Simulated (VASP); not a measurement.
# Li (Im-3m) in VASP: a series of runs

The runs below take Li through single point, relaxation of cell and atoms, with PBEsol.

Program: VASP 6.6.1. These are calculated values, not measurements. Logs are shortened: lines on timing, memory, paths and dates and some standing lists are left out, and cuts for length are marked.

### 1 The cell of the first run

Symmetry: Im-3m, No. 229, cubic system. Conventional cell: a = 3.436 Å, b = 3.436 Å, c = 3.436 Å, α = 90.00°, β = 90.00°, γ = 90.00°. Li (site symmetry m-3m) has 14 Li at 2.98 to 3.44 Å within 3.9 Å.

### 2 Single point, PBEsol

Contents of INCAR:

```
SYSTEM = Li
ALGO = Normal ; EDIFF = 1E-6
ENCUT = 750 ; GGA = PS
GGA_COMPAT = .FALSE. ; ISIF = 2
ISMEAR = 1 ; LASPH = .TRUE.
LCHARG = .FALSE. ; LREAL = .FALSE.
LWAVE = .FALSE. ; NBANDS = 8
NELM = 120 ; PREC = Accurate
SIGMA = 0.1
```

Contents of KPOINTS:

```
k-points
0
G
  8 8 8
  0 0 0
```

Contents of POSCAR:

```
Li
1.0
    1.7177838898      1.7177838898      1.7177838898
   -1.7177838898      1.7177838898      1.7177838898
   -1.7177838898     -1.7177838898      1.7177838898
Li
1
Direct
    0.0000000000      0.0000000000      0.0000000000
```

Potentials or basis: VASP PAW PBE potentials, release 64 (Li_sv).

Started as:

```console
> cat potpaw_PBE.64/Li_sv/POTCAR > POTCAR
> mpirun -np 1 vasp_std > vasp.out
```

OUTCAR:

```text
SYSTEM = Li
   EDIFF = 1E-6
   ENCUT = 750
   GGA = PS
   ISIF = 2
   ISMEAR = 1
   LASPH = .TRUE.
   LREAL = .FALSE.
   NELM = 120
   PREC = Accurate

 ion  position               nearest neighbor table
   1  0.000  0.000  0.000-

  LATTYP: Found a body centered cubic cell.
 ALAT       =     3.4355677796

  Lattice vectors:

 A1 = (   1.7177838898,  -1.7177838898,  -1.7177838898)
 A2 = (   1.7177838898,   1.7177838898,   1.7177838898)
 A3 = (  -1.7177838898,  -1.7177838898,   1.7177838898)

Analysis of symmetry for initial positions (statically):
=====================================================================
 Subroutine PRICEL returns:
 Original cell was already a primitive cell.

 Routine SETGRP: Setting up the symmetry group for a
 body centered cubic supercell.

 Subroutine GETGRP returns: Found 48 space group operations
 (whereof 48 operations were pure point group operations)
 out of a pool of 48 trial point group operations.

The static configuration has the point symmetry O_h .

Analysis of symmetry for dynamics (positions and initial velocities):
=====================================================================
 Subroutine PRICEL returns:
 Original cell was already a primitive cell.

 Routine SETGRP: Setting up the symmetry group for a
 body centered cubic supercell.

 Subroutine GETGRP returns: Found 48 space group operations
 (whereof 48 operations were pure point group operations)
 out of a pool of 48 trial point group operations.

The dynamic configuration has the point symmetry O_h .

 Subroutine INISYM returns: Found 48 space group operations
 (whereof 48 operations are pure point group operations),
 and found     1 'primitive' translations

----------------------------------------------------------------------------------------

                                     Primitive cell

  volume of cell :      20.2752

  direct lattice vectors                    reciprocal lattice vectors
     1.717783890  1.717783890  1.717783890     0.291072703  0.000000000  0.291072703
    -1.717783890  1.717783890  1.717783890    -0.291072703  0.291072703  0.000000000
    -1.717783890 -1.717783890  1.717783890     0.000000000 -0.291072703  0.291072703

  length of vectors
     2.975288974  2.975288974  2.975288974     0.411638964  0.411638964  0.411638964

  position of ions in fractional coordinates (direct lattice)
     0.000000000  0.000000000  0.000000000

  ion indices of the primitive-cell ions
   primitive index   ion index
                 1           1

----------------------------------------------------------------------------------------

 KPOINTS: k-points

Automatic generation of k-mesh.
 Grid dimensions read from file:
 generate k-points for:    8    8    8

 Generating k-lattice:

  Cartesian coordinates                     Fractional coordinates (reciprocal lattice)
     0.036384088  0.000000000  0.036384088     0.125000000  0.000000000  0.000000000
    -0.036384088  0.036384088  0.000000000     0.000000000  0.125000000  0.000000000
     0.000000000 -0.036384088  0.036384088     0.000000000  0.000000000  0.125000000

  Length of vectors
     0.051454871  0.051454871  0.051454871

  Shift w.r.t. Gamma in fractional coordinates (k-lattice)
     0.000000000  0.000000000  0.000000000

 Subroutine IBZKPT returns following result:
 ===========================================

 Found     29 irreducible k-points:

 Following reciprocal coordinates:
            Coordinates               Weight
  0.000000  0.000000  0.000000      1.000000
  0.125000  0.000000  0.000000     12.000000
  0.250000  0.000000  0.000000     12.000000
  0.375000  0.000000  0.000000     12.000000
  0.500000  0.000000  0.000000      6.000000
  0.250000  0.125000  0.000000     24.000000
[... 16 lines left out ...]
  0.375000  0.250000  0.250000     24.000000
  0.500000  0.250000  0.250000     12.000000
 [... further k-points ...]
   k-points           NKPTS =     29   k-points in BZ     NKDIM =     29   number of bands    NBANDS=      8
   number of dos      NEDOS =    301   number of ions     NIONS =      1
   total plane-waves  NPLWV =  21952
   dimension x,y,z NGX =    28 NGY =   28 NGZ =   28
   dimension x,y,z NGXF=    56 NGYF=   56 NGZF=   56
   ions per type =               1
   NGX,Y,Z   is equivalent  to a cutoff of  15.65, 15.65, 15.65 a.u.
   NGXF,Y,Z  is equivalent  to a cutoff of  31.29, 31.29, 31.29 a.u.
 SYSTEM =  Li
   PREC   = accura    normal or accurate (medium, high low for compatibility)
   ISTART =      0    job   : 0-new  1-cont  2-samecut
   ICHARG =      2    charge: 1-file 2-atom 10-const
   ISPIN  =      1    spin polarized calculation?
   LNONCOLLINEAR =      F non collinear calculations
   LSORBIT =      F    spin-orbit coupling
   LASPH  =      T    aspherical Exc in radial PAW
   ENCUT  =  750.0 eV  55.12 Ry    7.42 a.u.   6.64  6.64  6.64*2*pi/ulx,y,z
   NELM   =    120;   NELMIN=  2; NELMDL= -5     # of ELM steps
   EDIFF  = 0.1E-05   stopping-criterion for ELM
   LREAL  =      F    real-space projection
[... 7 lines left out ...]
   TEBEG  =    0.0;   TEEND  =   0.0 temperature during run
   PSTRESS=    0.0 pullay stress
   NELECT =       3.0000    total number of electrons
   NUPDOWN=      -1.0000    fix difference up-down
   EMIN   =  10.00;   EMAX   =-10.00  energy-range for DOS
   EFERMI =   0.00;   METHOD = LEGACY
   ISMEAR =     1;   SIGMA  =   0.10  broadening in eV -4-tet -1-fermi 0-gaus
   EFERMI_NEDOS =   21; number of points for ismear=-14 and -15
   IALGO  =     38    algorithm
   IMIX   =      4    mixing-type and parameters
     AMIX     =   0.40;   BMIX     =  1.00
     AMIX_MAG =   1.60;   BMIX_MAG =  1.00
  volume/ion in A,a.u.               =      20.28       136.82
  Fermi-wavevector in a.u.,A,eV,Ry     =   0.865885  1.636285 10.201054  0.749756
  Thomas-Fermi vector in A             =   1.984193
   LORBIT       =      0    0 simple, 1 ext, 2 COOP (PROOUT), +10 PAW based schemes
   GGA     = PS    functional components
   LHFCALC =     F    Hartree Fock is set to
   AEXX    =    0.0000 exact exchange contribution
   IVDW    =     0    specifies the selected vdW correction
   LEPSILON=     F    determine dielectric tensor
   LRPA    =     F    only Hartree local field effects (RPA)
 non-spin polarized calculation
 Methfessel and Paxton  Order N= 1 SIGMA  =   0.10
  energy-cutoff  :      750.00
  volume of cell :       20.28
 maximum number of plane-waves:       962
   NGX = 13   NGY = 13   NGZ = 13

 number of electron       3.0000004 magnetization

 Free energy of the ion-electron system (eV)
  ---------------------------------------------------
  ext. energy  EPLUGINS =         0.00000000
  ---------------------------------------------------
  free energy    TOTEN  =        -1.95434675 eV

  energy without entropy =       -1.95333504  energy(sigma->0) =       -1.95400952

 E-fermi :   0.6734     XC(G=0):  -7.0172

 val. band max:        0.5942819793   @ k =   0.5000   0.2500   0.0000
 cond. band min:       0.7193320759   @ k =   0.5000   0.1250   0.0000
 fundamental gap:      0.1250500966
 Fermi energy:         0.6734056835

 k-point     1 :       0.0000    0.0000    0.0000
  band No.  band energies     occupation
      1     -45.2779      2.00000
      2      -2.9413      2.00000
      3      15.2544      0.00000
      4      15.2544      0.00000
      5      15.2544      0.00000
      6      19.9785      0.00000
      7      19.9785      0.00000
      8      19.9785      0.00000

 k-point     2 :       0.1250    0.0000    0.0000
  band No.  band energies     occupation
      1     -45.2749      2.00000
      2      -2.6448      2.00000
      3      13.2731      0.00000
      4      14.0661      0.00000
      5      14.7526      0.00000
      6      17.7805      0.00000
      7      17.8127      0.00000
      8      19.8320      0.00000

 k-point     3 :       0.2500    0.0000    0.0000
  band No.  band energies     occupation
      1     -45.2677      2.00000
      2      -1.7571      2.00000
      3       9.3223      0.00000
      4      12.4385      0.00000
      5      13.6690      0.00000
      6      15.8217      0.00000
      7      17.3399      0.00000
      8      20.2935      0.00000

 k-point     4 :       0.3750    0.0000    0.0000
  band No.  band energies     occupation
      1     -45.2604      2.00000
      2      -0.3303      2.00000
      3       5.7984      0.00000
      4      11.3664      0.00000
      5      12.7908      0.00000
      6      14.6363      0.00000
      7      17.5631      0.00000
      8      21.8324      0.00000

 k-point     5 :       0.5000    0.0000    0.0000
  band No.  band energies     occupation
      1     -45.2574      2.00000
      2       0.8698     -0.01792
      3       3.8792      0.00000
      4      11.0006      0.00000
      5      12.4731      0.00000
      6      14.2405      0.00000
      7      17.7644      0.00000
      8      23.2228      0.00000
[... 177 lines left out ...]
 k-point    22 :       0.2500    0.2500    0.2500
  band No.  band energies     occupation
      1     -45.2590      2.00000
      2      -0.5249      2.00000
      3       9.1694      0.00000
      4       9.1694      0.00000
      5      11.5729      0.00000
      6      13.3669      0.00000
      7      21.4453      0.00000
      8      21.4455      0.00000

 k-point    23 :       0.3750    0.2500    0.2500
  band No.  band energies     occupation
      1     -45.2530      2.00000
      2       0.9863     -0.00009
      3       6.5270      0.00000
      4       8.0441      0.00000
      5      11.4549      0.00000
      6      13.5290      0.00000
      7      17.8947      0.00000
      8      21.0188      0.00000

 k-point    24 :       0.5000    0.2500    0.2500
  band No.  band energies     occupation
      1     -45.2505      2.00000
      2       2.4203     -0.00000
      3       4.4833      0.00000
      4       7.6641      0.00000
      5      11.6531      0.00000
      6      14.9360      0.00000
      7      15.2452      0.00000
      8      20.6715      0.00000

 [... further k-points ...]

------------------------ aborting loop because EDIFF is reached ----------------------------------------

  FORCE on cell =-STRESS in cart. coord.  units (eV):
  Direction    XX          YY          ZZ          XY          YZ          ZX
  --------------------------------------------------------------------------------------
  -------------------------------------------------------------------------------------
  Total       -0.0082317     -0.0082317     -0.0082317     -0.0000000      0.0000000      0.0000000
  in kB       -0.6504837     -0.6504837     -0.6504837     -0.0000000      0.0000000      0.0000000
  external PRESSURE =      -0.6504837 kB  Pullay stress =       0.0000000 kB

 VOLUME and BASIS-vectors are now :
 -----------------------------------------------------------------------------
  energy-cutoff  :      750.00
  volume of cell :       20.28
      direct lattice vectors                 reciprocal lattice vectors
     1.717783890  1.717783890  1.717783890     0.291072703  0.000000000  0.291072703
    -1.717783890  1.717783890  1.717783890    -0.291072703  0.291072703  0.000000000
    -1.717783890 -1.717783890  1.717783890     0.000000000 -0.291072703  0.291072703

 POSITION                                       TOTAL-FORCE (eV/Angst)
 -----------------------------------------------------------------------------------
      0.00000      0.00000      0.00000         0.000000     -0.000000      0.000000
 -----------------------------------------------------------------------------------
    total drift:                                0.000000     -0.000000     -0.000000

  FREE ENERGIE OF THE ION-ELECTRON SYSTEM (eV)
  ---------------------------------------------------
  free  energy   TOTEN  =        -1.9543467548 eV

  energy  without entropy=       -1.9533350355  energy(sigma->0) =       -1.95400952
```

It took 2.7 s on 1 thread of Intel Xeon 6975P-C (Granite Rapids), shared host; peak memory 0.14 GiB.

Results:

- Free energy: -1.9543 eV
- Pressure: -0.1 GPa
- Band gap on the k mesh: zero (an odd number of electrons rules out a gap without spin polarisation)

Caveat: the PAW data sets were made with another functional, which shifts forces and pressure a little.

### 3 Relaxation of cell and atoms, PBEsol

This run uses another cell than the first one, of 21.62 Å³/atom.

Contents of INCAR:

```
  ALGO = Normal
  EDIFF = 1E-7
  EDIFFG = -0.03
  ENCUT = 750
  GGA = PS
  GGA_COMPAT = F
  IBRION = 2
  ISIF = 3
  ISMEAR = 1
  LASPH = T
  LCHARG = F
  LREAL = F
  LWAVE = F
  NELM = 120
  NELMIN = 4
  NSW = 80
  PREC = Accurate
  SIGMA = 0.1
```

Contents of KPOINTS:

```
k-points
0
Gamma
  8 8 8
```

Contents of POSCAR:

```
Li
1.0
    1.7550000000      1.7550000000      1.7550000000
   -1.7550000000      1.7550000000      1.7550000000
   -1.7550000000     -1.7550000000      1.7550000000
Li
1
Direct
    0.0000000000      0.0000000000      0.0000000000
```

Potentials or basis: VASP PAW PBE potentials, release 64 (Li_sv).

Started as:

```console
> cat potpaw_PBE.64/Li_sv/POTCAR > POTCAR
> mpirun -np 1 vasp_std > vasp.out
```

Wall time 5.3 s (1 thread of Intel Xeon 6975P-C (Granite Rapids), shared host); peak memory 0.14 GiB.

Results (log left out):

```yaml
Free_energy: -1.9551 eV
Relaxed_volume: 20.35 Å³/atom
Relaxed_cell: a = 2.979 Å, b = 2.979 Å, c = 2.979 Å, α = 70.53°, β = 109.47°, γ = 70.53°
Space_group_after_relaxing_to_0.1_Å: Im-3m (No. 229)
Energy_gained_by_relaxing: 3.9 meV/atom
Ionic_steps: 3
Pressure_after_relaxing: -0.1 GPa
Band_gap_on_the_k_mesh: zero (an odd number of electrons rules out a gap without spin polarisation)
```

Step by step:
```csv
step,energy change (eV),largest force (eV/Å),pressure (GPa),volume (Å³)
1,0.0000,0.0000,-0.87,21.62
2,-0.0017,0.0000,-0.66,21.26
3,-0.0039,0.0000,-0.09,20.35
```

Final structure:
```
Li
1.0
     1.71979    1.71979    1.71979
    -1.71979    1.71979    1.71979
    -1.71979   -1.71979    1.71979
Li
1
Cartesian
  0.0000 0.0000 0.0000
```

Levels at points of the mesh, in eV from the Fermi level:
| k point | band 1 | band 2 | band 3 | band 4 | band 5 |
| --- | --- | --- | --- | --- | --- |
| (0.00, 0.00, 0.00) | -45.96 | -3.61 | 14.55 | 14.55 | 14.55 |
| (0.50, 0.00, 0.00) | -45.94 | 0.20 | 3.19 | 10.30 | 11.77 |
| (0.50, 0.50, 0.50) | -45.92 | 5.46 | 5.46 | 5.46 | 7.70 |

Caveat: the PAW data sets were made with another functional, which shifts forces and pressure a little.
